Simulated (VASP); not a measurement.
# Fe2O3 (R-3c) in VASP: single point with PBE+U

Aim: the single point of Fe2O3 with PBE+U.

Everything below comes from runs of VASP 6.6.1. Logs are shortened: lines on timing, memory, paths and dates and some standing lists are left out, and cuts for length are marked.

**1. The cell of the first run**

It takes space group R-3c (No. 167, trigonal). Conventional cell: a = 5.104 Å, b = 5.104 Å, c = 13.942 Å, α = 90.00°, β = 90.00°, γ = 120.00°. Fe (site symmetry 3) has 6 O at 1.97 to 2.14 Å within 2.6 Å. O (site symmetry 2) has 4 Fe at 1.97 to 2.14 Å and 12 O at 2.70 to 3.08 Å within 3.1 Å.

**2. Single point, PBE+U, collinear spin, antiferromagnetic start**

File INCAR:

```
PREC = Accurate ; ENCUT = 520
EDIFF = 1E-6 ; ISMEAR = 0
SIGMA = 0.05 ; LREAL = False
LASPH = True ; NELM = 150
ALGO = Normal ; ISIF = 2
LWAVE = False ; LCHARG = False
ISPIN = 2 ; MAGMOM = 4.19 -4.19 4.19 -4.19 0 0 0 0 0 0
LORBIT = 11 ; LMAXMIX = 4
LDAU = True ; LDAUTYPE = 2
LDAUL = 2 -1 ; LDAUU = 4 0
LDAUJ = 0 0 ; LDAUPRINT = 1
GGA = PE ; NBANDS = 49
```

File KPOINTS:

```
Automatic mesh
0
Gamma
  4 4 4
```

File POSCAR:

```
Fe2O3
1.0
    2.5520435661      1.4734230399      4.6474546278
   -2.5520435661      1.4734230399      4.6474546278
    0.0000000000     -2.9468460797      4.6474546278
Fe O
4 6
Direct
    0.3553279765      0.3553279765      0.3553279765
    0.1446720244      0.1446720244      0.1446720244
    0.6446720235      0.6446720235      0.6446720235
    0.8553279756      0.8553279756      0.8553279756
    0.5555685402      0.9444314583      0.2500000015
    0.2500000015      0.5555685402      0.9444314583
    0.9444314583      0.2500000015      0.5555685402
    0.4444314598      0.0555685417      0.7499999985
    0.7499999985      0.4444314598      0.0555685417
    0.0555685417      0.7499999985      0.4444314598
```

Potentials or basis: VASP PAW PBE potentials, release 64 (Fe, O).

Started as:

```bash
$ cat potpaw_PBE.64/Fe/POTCAR potpaw_PBE.64/O/POTCAR > POTCAR
$ mpirun -np 1 vasp_std > vasp.out
```

OUTCAR:

```text
PREC = Accurate
   ENCUT = 520
   EDIFF = 1E-6
   ISMEAR = 0
   LREAL = False
   LASPH = True
   NELM = 150
   ISIF = 2
   ISPIN = 2
   LORBIT = 11
   GGA = PE

 ion  position               nearest neighbor table
   1  0.355  0.355  0.355-   8 1.97  10 1.97   9 1.97   6 2.14   5 2.14   7 2.14   2 2.94   3 3.01
                             3 3.01   3 3.01
   2  0.145  0.145  0.145-   8 1.97   9 1.97  10 1.97   7 2.14   5 2.14   6 2.14   1 2.94   4 3.01
                             4 3.01   4 3.01
   3  0.645  0.645  0.645-   5 1.97   7 1.97   6 1.97   9 2.14   8 2.14  10 2.14   4 2.94   1 3.01
                             1 3.01   1 3.01
   4  0.855  0.855  0.855-   5 1.97   6 1.97   7 1.97  10 2.14   8 2.14   9 2.14   3 2.94   2 3.01
                             2 3.01   2 3.01
   5  0.556  0.944  0.250-   3 1.97   4 1.97   2 2.14   1 2.14
   6  0.250  0.556  0.944-   3 1.97   4 1.97   2 2.14   1 2.14
   7  0.944  0.250  0.556-   3 1.97   4 1.97   2 2.14   1 2.14
   8  0.444  0.056  0.750-   1 1.97   2 1.97   4 2.14   3 2.14
   9  0.750  0.444  0.056-   1 1.97   2 1.97   4 2.14   3 2.14
  10  0.056  0.750  0.444-   1 1.97   2 1.97   4 2.14   3 2.14

  LATTYP: Found a trigonal (rhomboedric) cell.
 ALAT       =     5.5029752258
 COS(alpha) =     0.5698587941

  Lattice vectors:

 A1 = (   2.5520435661,   1.4734230399,   4.6474546278)
 A2 = (  -2.5520435661,   1.4734230399,   4.6474546278)
 A3 = (   0.0000000000,  -2.9468460797,   4.6474546278)

Analysis of symmetry for initial positions (statically):
=====================================================================
 Subroutine PRICEL returns:
 Original cell was already a primitive cell.

 Routine SETGRP: Setting up the symmetry group for a
 trigonal (rhombohedral) supercell.

 Subroutine GETGRP returns: Found 12 space group operations
 (whereof  6 operations were pure point group operations)
 out of a pool of 12 trial point group operations.

The static configuration has the point symmetry S_6 .
 The point group associated with its full space group is D_3d.

Analysis of symmetry for dynamics (positions and initial velocities):
=====================================================================
 Subroutine PRICEL returns:
 Original cell was already a primitive cell.

 Routine SETGRP: Setting up the symmetry group for a
 trigonal (rhombohedral) supercell.

 Subroutine GETGRP returns: Found 12 space group operations
 (whereof  6 operations were pure point group operations)
 out of a pool of 12 trial point group operations.

The dynamic configuration has the point symmetry S_6 .
 The point group associated with its full space group is D_3d.

Analysis of structural, dynamic, and magnetic symmetry:
=====================================================================
 Subroutine PRICEL returns:
 Original cell was already a primitive cell.

 Routine SETGRP: Setting up the symmetry group for a
 trigonal (rhombohedral) supercell.

 Subroutine GETGRP returns: Found 12 space group operations
 (whereof  6 operations were pure point group operations)
 out of a pool of 12 trial point group operations.

The overall configuration has the point symmetry S_6 .
 The point group associated with its full space group is D_3d.

 Subroutine INISYM returns: Found 12 space group operations
 (whereof  6 operations are pure point group operations),
 and found     1 'primitive' translations

----------------------------------------------------------------------------------------

                                     Primitive cell
[... 118 lines left out ...]
  Thomas-Fermi vector in A             =   2.538317
   LORBIT       =     11    0 simple, 1 ext, 2 COOP (PROOUT), +10 PAW based schemes
 LDA+U is selected, type is set to LDAUTYPE =  2
   angular momentum for each species LDAUL =     2   -1
   U (eV)           for each species LDAUU =   4.0  0.0
   J (eV)           for each species LDAUJ =   0.0  0.0
   GGA     = PE    functional components
   LHFCALC =     F    Hartree Fock is set to
   AEXX    =    0.0000 exact exchange contribution
   IVDW    =     0    specifies the selected vdW correction
   LEPSILON=     F    determine dielectric tensor
   LRPA    =     F    only Hartree local field effects (RPA)
 spin polarized calculation
 Gauss-broadening in eV      SIGMA  =   0.05
  energy-cutoff  :      520.00
  volume of cell :      104.85
 maximum number of plane-waves:      2849
 NGX is ok and might be reduce to    42
   NGX = 21   NGY = 21   NGZ = 21

 number of electron      68.0000006 magnetization      -0.0000000

atom =   1  type =  1  l = 2

 onsite density matrix

spin component  1
[... 116 lines left out ...]
  o =  0.0895  v =  0.5512  0.5138 -0.0000 -0.3617  0.5490  0.0000  0.0000  0.0000  0.0000  0.0000      0.0000  0.0000  0.0000  0.0000  0.0000  0.0000  0.0000  0.0000  0.0000  0.0000
  o =  0.0895  v =  0.5490  0.3617 -0.0000  0.5138 -0.5512  0.0000  0.0000  0.0000  0.0000  0.0000      0.0000  0.0000  0.0000  0.0000  0.0000  0.0000  0.0000  0.0000  0.0000  0.0000
  o =  0.0921  v =  0.0000  0.0000  1.0000  0.0000 -0.0000  0.0000  0.0000  0.0000  0.0000  0.0000      0.0000  0.0000  0.0000  0.0000  0.0000  0.0000  0.0000  0.0000  0.0000  0.0000
  o =  0.2880  v = -0.5330  0.5805 -0.0000  0.5178  0.3329  0.0000  0.0000  0.0000  0.0000  0.0000      0.0000  0.0000  0.0000  0.0000  0.0000  0.0000  0.0000  0.0000  0.0000  0.0000
  o =  0.2880  v =  0.3329 -0.5178 -0.0000  0.5805  0.5330  0.0000  0.0000  0.0000  0.0000  0.0000      0.0000  0.0000  0.0000  0.0000  0.0000  0.0000  0.0000  0.0000  0.0000  0.0000
  o =  0.9753  v =  0.0000  0.0000  0.0000  0.0000  0.0000 -0.5594 -0.4986 -0.0000  0.3545 -0.5593      0.0000  0.0000  0.0000  0.0000  0.0000  0.0000  0.0000  0.0000  0.0000  0.0000
  o =  0.9753  v =  0.0000  0.0000  0.0000  0.0000  0.0000  0.5593  0.3545 -0.0000  0.4986 -0.5594      0.0000  0.0000  0.0000  0.0000  0.0000  0.0000  0.0000  0.0000  0.0000  0.0000
  o =  0.9788  v =  0.0000  0.0000  0.0000  0.0000  0.0000  0.0000  0.0000  1.0000  0.0000 -0.0000      0.0000  0.0000  0.0000  0.0000  0.0000  0.0000  0.0000  0.0000  0.0000  0.0000
  o =  1.0290  v =  0.0000  0.0000  0.0000  0.0000  0.0000 -0.5205  0.5944  0.0000  0.5219  0.3215      0.0000  0.0000  0.0000  0.0000  0.0000  0.0000  0.0000  0.0000  0.0000  0.0000
  o =  1.0290  v =  0.0000  0.0000  0.0000  0.0000  0.0000  0.3215 -0.5219 -0.0000  0.5944  0.5205      0.0000  0.0000  0.0000  0.0000  0.0000  0.0000  0.0000  0.0000  0.0000  0.0000

 number of electron      68.0000006 magnetization       0.0000000

 Free energy of the ion-electron system (eV)
  ---------------------------------------------------
  ext. energy  EPLUGINS =         0.00000000
  ---------------------------------------------------
  free energy    TOTEN  =       -68.60538870 eV

  energy without entropy =      -68.60538870  energy(sigma->0) =      -68.60538870

 E-fermi :   3.2215     XC(G=0): -11.3854

 val. band max:        2.9838877203   @ k =  -0.2500   0.2500   0.0000
 cond. band min:       5.1658917500   @ k =   0.5000   0.5000  -0.0000
 fundamental gap:      2.1820040297
 Fermi energy:         3.2215081293

 spin component 1

 k-point     1 :       0.0000    0.0000    0.0000
  band No.  band energies     occupation
      1     -15.2234      1.00000
      2     -13.7773      1.00000
      3     -13.7416      1.00000
      4     -13.7416      1.00000
      5     -13.6948      1.00000
      6     -13.6948      1.00000
[... 626 lines left out ...]
     45      10.4709      0.00000
     46      10.6602      0.00000
 Fermi energy:         3.2215081293

 spin component 2

 k-point     1 :       0.0000    0.0000    0.0000
  band No.  band energies     occupation
      1     -15.2234      1.00000
      2     -13.7773      1.00000
      3     -13.7416      1.00000
      4     -13.7416      1.00000
      5     -13.6948      1.00000
      6     -13.6948      1.00000
[... 626 lines left out ...]
     45      10.4709      0.00000
     46      10.6602      0.00000
 [bands above 46 left out]

------------------------ aborting loop because EDIFF is reached ----------------------------------------

  FORCE on cell =-STRESS in cart. coord.  units (eV):
  Direction    XX          YY          ZZ          XY          YZ          ZX
  --------------------------------------------------------------------------------------
  -------------------------------------------------------------------------------------
  Total       -2.3420585     -2.3420585     -2.1066104      0.0000000     -0.0000000      0.0000000
  in kB      -35.7870884    -35.7870884    -32.1893980      0.0000000     -0.0000000      0.0000000
  external PRESSURE =     -34.5878583 kB  Pullay stress =       0.0000000 kB

 VOLUME and BASIS-vectors are now :
 -----------------------------------------------------------------------------
  energy-cutoff  :      520.00
  volume of cell :      104.85
      direct lattice vectors                 reciprocal lattice vectors
     2.552043566  1.473423040  4.647454628     0.195921420  0.113115285  0.071723849
    -2.552043566  1.473423040  4.647454628    -0.195921420  0.113115285  0.071723849
     0.000000000 -2.946846080  4.647454628     0.000000000 -0.226230569  0.071723849

 POSITION                                       TOTAL-FORCE (eV/Angst)
 -----------------------------------------------------------------------------------
      0.00000      0.00000      4.95411        -0.000000     -0.000000     -0.129169
      0.00000      0.00000      2.01707        -0.000000      0.000000      0.129169
      0.00000      0.00000      8.98825        -0.000000      0.000000      0.129169
      0.00000      0.00000     11.92529        -0.000000     -0.000000     -0.129169
     -0.99240      1.47342      8.13305         0.019826     -0.000000     -0.000000
     -0.77982     -1.59615      8.13305        -0.009913      0.017170     -0.000000
      1.77222      0.12273      8.13305        -0.009913     -0.017170     -0.000000
      0.99240     -1.47342      5.80932        -0.019826     -0.000000     -0.000000
      0.77982      1.59615      5.80932         0.009913     -0.017170     -0.000000
     -1.77222     -0.12273      5.80932         0.009913      0.017170     -0.000000
 -----------------------------------------------------------------------------------
    total drift:                                0.000000      0.000000      0.000045

  FREE ENERGIE OF THE ION-ELECTRON SYSTEM (eV)
  ---------------------------------------------------
  free  energy   TOTEN  =       -68.6053886985 eV

  energy  without entropy=      -68.6053886985  energy(sigma->0) =      -68.60538870

 total charge

# of ion       s       p       d       tot
------------------------------------------
    1        0.366   0.510   5.810   6.687
    2        0.366   0.510   5.810   6.687
    3        0.366   0.510   5.810   6.687
    4        0.366   0.510   5.810   6.687
    5        1.563   3.453   0.000   5.016
    6        1.563   3.453   0.000   5.016
    7        1.563   3.453   0.000   5.016
    8        1.563   3.453   0.000   5.016
    9        1.563   3.453   0.000   5.016
   10        1.563   3.453   0.000   5.016
--------------------------------------------------
tot         10.844  22.757  23.242  56.843

 magnetization (x)

# of ion       s       p       d       tot
------------------------------------------
    1        0.013   0.016   4.136   4.164
    2       -0.013  -0.016  -4.136  -4.164
    3        0.013   0.016   4.136   4.164
    4       -0.013  -0.016  -4.136  -4.164
    5        0.000   0.000   0.000   0.000
    6        0.000   0.000   0.000   0.000
    7        0.000   0.000   0.000   0.000
    8        0.000   0.000   0.000   0.000
    9        0.000   0.000   0.000   0.000
   10        0.000   0.000   0.000   0.000
--------------------------------------------------
tot          0.000   0.000   0.000   0.000
```

Run time: 6.6 min. Hardware: 1 thread of Intel Xeon 8259CL, shared host; peak memory 0.36 GiB.

What came out:

* Free energy: -68.6054 eV
* Pressure: -3.5 GPa
* Largest force: 0.129 eV/Å
* Band gap on the k mesh: 2.18 eV (least direct gap 2.23 eV)
* Net moment: 0.00 μB per cell
* Site moments: Fe +4.16, -4.16 (each value once); O +0.00 μB
* Valence electrons inside the program's atomic spheres: Fe 6.69; O 5.02

Forces in eV/Å, atoms in the order of the input:
```
Fe   0.000  0.000 -0.129
Fe   0.000  0.000  0.129
Fe   0.000  0.000  0.129
Fe   0.000  0.000 -0.129
O    0.020  0.000  0.000
O   -0.010  0.017  0.000
O   -0.010 -0.017  0.000
O   -0.020  0.000  0.000
O    0.010 -0.017  0.000
O    0.010  0.017  0.000
```

Eigenvalues of the final occupation matrices:
```tsv
site	spin	trace	eigenvalues
site 1 d	1	4.99	0.98 0.98 0.98 1.03 1.03
site 1 d	2	0.85	0.09 0.09 0.09 0.29 0.29
site 2 d	1	0.85	0.09 0.09 0.09 0.29 0.29
site 2 d	2	4.99	0.98 0.98 0.98 1.03 1.03
site 3 d	1	4.99	0.98 0.98 0.98 1.03 1.03
site 3 d	2	0.85	0.09 0.09 0.09 0.29 0.29
site 4 d	1	0.85	0.09 0.09 0.09 0.29 0.29
site 4 d	2	4.99	0.98 0.98 0.98 1.03 1.03
```

Caveat: the cell stands under tension. The state reached can hang on the start; a lower one may exist.
